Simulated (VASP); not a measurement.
Input of a VASP 6.6.1 run:

File INCAR:

```
SYSTEM = Te2Mo
  PREC = Accurate
  ENCUT = 520
  EDIFF = 1E-6
  ISMEAR = 0
  SIGMA = 0.05
  LREAL = .FALSE.
  LASPH = .TRUE.
  NELM = 100
  ALGO = Normal
  ISIF = 2
  LWAVE = .FALSE.
  LCHARG = .TRUE.
  LELF = .TRUE.
  LVHAR = .TRUE.
  NBANDS = 20
```

The input KPOINTS:

```
Automatic mesh
0
G
  12 12 2
  0 0 0
```

The input POSCAR:

```
Te2Mo
1.0
    3.4665480215      0.0000000000      0.0000000000
   -1.7332740108      3.0021186501      0.0000000000
    0.0000000000      0.0000000000     17.5198113284
Te Mo
2 1
Direct
    0.3333333333      0.6666666667      0.8975342416
    0.3333333333      0.6666666667      0.1024657584
    0.0000000000      0.0000000000     -0.0011415648
```

Potentials or basis: VASP PAW LDA potentials, release 64 (Te, Mo_sv).

Command:

```console
$ cat potpaw_LDA.64/Te/POTCAR potpaw_LDA.64/Mo_sv/POTCAR > POTCAR
$ mpirun -np 1 vasp_std > vasp.out
```

(1) What does it give for the largest force?

(2) Estimate the band gap on the k mesh.

Results:

(1) 0.466 eV/Å.

(2) 1.24 eV.

Caveat: the cell differs from its parent crystal (atom 3 (Mo) moved -0.020 Å along Cartesian [0 0 1]); there is no dipole correction, which matters where the two faces differ; spin-orbit coupling is left out, which moves the levels of the heavy elements.
